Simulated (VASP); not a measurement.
# HfN (Fm-3m) in VASP: further runs, part 2 of 2

VASP 6.6.1. Earlier steps stand in the parts before.

## Step 3: Single point, PBE

This run uses another cell than the first one, of 12.86 Å³/atom, 1.037 times its volume.

File INCAR:

```
ALGO     = Normal         # electronic algorithm
EDIFF    = 1E-6           # SCF threshold, eV
ENCUT    = 520            # plane-wave cutoff, eV
GGA      = PE             # functional
ISIF     = 2              # what is computed and relaxed
ISMEAR   = 1              # smearing method
LASPH    = T              # aspherical terms in the spheres
LCHARG   = T              # write CHGCAR
LELF     = T              # ELF
LREAL    = F              # projectors in reciprocal space
LVHAR    = T            
LWAVE    = F              # write WAVECAR
NBANDS   = 14             # bands
NELM     = 60             # most SCF steps
PREC     = Accurate       # precision mode
SIGMA    = 0.1            # smearing width, eV
```

File KPOINTS:

```
k-points
0
Gamma
  13 13 13
```

File POSCAR:

```
HfN
1.0
    0.0000000000      2.3428533388      2.3428533388
    2.3428533388      0.0000000000      2.3428533388
    2.3428533388      2.3428533388      0.0000000000
Hf N
1 1
Direct
    0.0000000000      0.0000000000      0.0000000000
    0.5000000000      0.5000000000      0.5000000000
```

Potentials or basis: VASP PAW PBE potentials, release 64 (Hf_pv, N).

The run is started by

```
cat potpaw_PBE.64/Hf_pv/POTCAR potpaw_PBE.64/N/POTCAR > POTCAR
mpirun -np 1 vasp_std > vasp.out
```

OUTCAR:

```text
EDIFF = 1E-6
   ENCUT = 520
   GGA = PE
   ISIF = 2
   ISMEAR = 1
   LASPH = T
   LREAL = F
   NELM = 60
   PREC = Accurate

 ion  position               nearest neighbor table
   1  0.000  0.000  0.000-   2 2.34   2 2.34   2 2.34   2 2.34   2 2.34   2 2.34
   2  0.500  0.500  0.500-   1 2.34   1 2.34   1 2.34   1 2.34   1 2.34   1 2.34

  LATTYP: Found a face centered cubic cell.
 ALAT       =     4.6857066776

  Lattice vectors:

 A1 = (   0.0000000000,   2.3428533388,   2.3428533388)
 A2 = (   2.3428533388,   0.0000000000,   2.3428533388)
 A3 = (   2.3428533388,   2.3428533388,   0.0000000000)

Analysis of symmetry for initial positions (statically):
=====================================================================
 Subroutine PRICEL returns:
 Original cell was already a primitive cell.

 Routine SETGRP: Setting up the symmetry group for a
 face centered cubic supercell.

 Subroutine GETGRP returns: Found 48 space group operations
 (whereof 48 operations were pure point group operations)
 out of a pool of 48 trial point group operations.

The static configuration has the point symmetry O_h .

Analysis of symmetry for dynamics (positions and initial velocities):
[... 167 lines left out ...]
 k-point     1 :       0.0000    0.0000    0.0000
  band No.  band energies     occupation
      1     -24.1398      2.00000
      2     -24.1398      2.00000
      3     -24.1398      2.00000
      4      -9.4253      2.00000
      5       4.5496      2.00000
      6       4.5496      2.00000
      7       4.5496      2.00000
      8       7.1358      2.00001
      9       7.1358      2.00001
     10       7.1358      2.00001
     11       8.2571     -0.00000
     12       9.1430     -0.00000
     13       9.1430     -0.00000
     14      16.7400      0.00000
[... 377 lines left out ...]
      1     -24.6817      2.00000
      2     -24.2672      2.00000
      3     -24.2361      2.00000
      4      -7.6348      2.00000
      5      -0.0134      2.00000
      6       1.9506      2.00000
      7       2.3053      2.00000
      8       7.8971     -0.00000
      9      10.6705      0.00000
     10      10.8880      0.00000
     11      12.3008      0.00000
     12      13.4530      0.00000
     13      15.1622      0.00000
     14      17.1019      0.00000

 [... further k-points ...]
[... 5 lines left out ...]
  --------------------------------------------------------------------------------------
  -------------------------------------------------------------------------------------
  Total       -3.4516994     -3.4516994     -3.4516994      0.0000000      0.0000000      0.0000000
  in kB     -215.0196974   -215.0196974   -215.0196974      0.0000000      0.0000000      0.0000000
  external PRESSURE =    -215.0196974 kB  Pullay stress =       0.0000000 kB

 VOLUME and BASIS-vectors are now :
 -----------------------------------------------------------------------------
  energy-cutoff  :      520.00
  volume of cell :       25.72
      direct lattice vectors                 reciprocal lattice vectors
     0.000000000  2.342853339  2.342853339    -0.213414981  0.213414981  0.213414981
     2.342853339  0.000000000  2.342853339     0.213414981 -0.213414981  0.213414981
     2.342853339  2.342853339  0.000000000     0.213414981  0.213414981 -0.213414981

 POSITION                                       TOTAL-FORCE (eV/Angst)
 -----------------------------------------------------------------------------------
      0.00000      0.00000      0.00000         0.000000      0.000000      0.000000
      2.34285      2.34285      2.34285        -0.000000     -0.000000     -0.000000
 -----------------------------------------------------------------------------------
    total drift:                                0.000000      0.000000      0.000000

  FREE ENERGIE OF THE ION-ELECTRON SYSTEM (eV)
  ---------------------------------------------------
  free  energy   TOTEN  =       -21.5810582374 eV

  energy  without entropy=      -21.5809941431  energy(sigma->0) =      -21.58103687
```

OSZICAR:

```text
N       E                     dE             d eps       ncg     rms          rms(c)
DAV:   1     0.372913486028E+02    0.37291E+02   -0.77091E+03  2352   0.995E+02
DAV:   2    -0.225352665799E+02   -0.59827E+02   -0.56098E+02  3184   0.230E+02
DAV:   3    -0.246283130440E+02   -0.20930E+01   -0.20866E+01  2616   0.354E+01
DAV:   4    -0.246371646447E+02   -0.88516E-02   -0.88506E-02  2832   0.273E+00
DAV:   5    -0.246372289433E+02   -0.64299E-04   -0.64299E-04  2624   0.201E-01    0.394E+01
DAV:   6    -0.217515842636E+02    0.28856E+01   -0.89548E+00  2520   0.216E+01    0.355E+01
DAV:   7    -0.216202565646E+02    0.13133E+00   -0.50586E-01  2802   0.615E+00    0.242E+01
DAV:   8    -0.215921039661E+02    0.28153E-01   -0.20882E-01  2604   0.376E+00    0.669E+00
DAV:   9    -0.215811218026E+02    0.10982E-01   -0.29449E-02  2574   0.136E+00    0.198E+00
DAV:  10    -0.215810962284E+02    0.25574E-04   -0.12760E-03  3116   0.335E-01    0.507E-01
DAV:  11    -0.215810595509E+02    0.36677E-04   -0.69113E-05  2856   0.787E-02    0.111E-01
DAV:  12    -0.215810582115E+02    0.13394E-05   -0.94572E-06  3134   0.251E-02    0.107E-02
DAV:  13    -0.215810582374E+02   -0.25850E-07   -0.31156E-07  1458   0.549E-03
   1 F= -.21581058E+02 E0= -.21581037E+02  d E =-.640942E-04
```

Run time: 29 s. Hardware: 1 thread of Intel Xeon Platinum 8488C (Sapphire Rapids), shared host; peak memory 0.18 GiB.

What came out:

* Free energy: -21.5811 eV
* Pressure: -21.5 GPa

Levels at points of the mesh, in eV from the Fermi level:
```tsv
k point	band 6	band 7	band 8	band 9	band 10	band 11
(0.00, 0.00, 0.00)	-2.94	-2.94	-0.35	-0.35	-0.35	0.77
```

Caveat: spin-orbit coupling is left out, which moves the levels of the heavy elements.
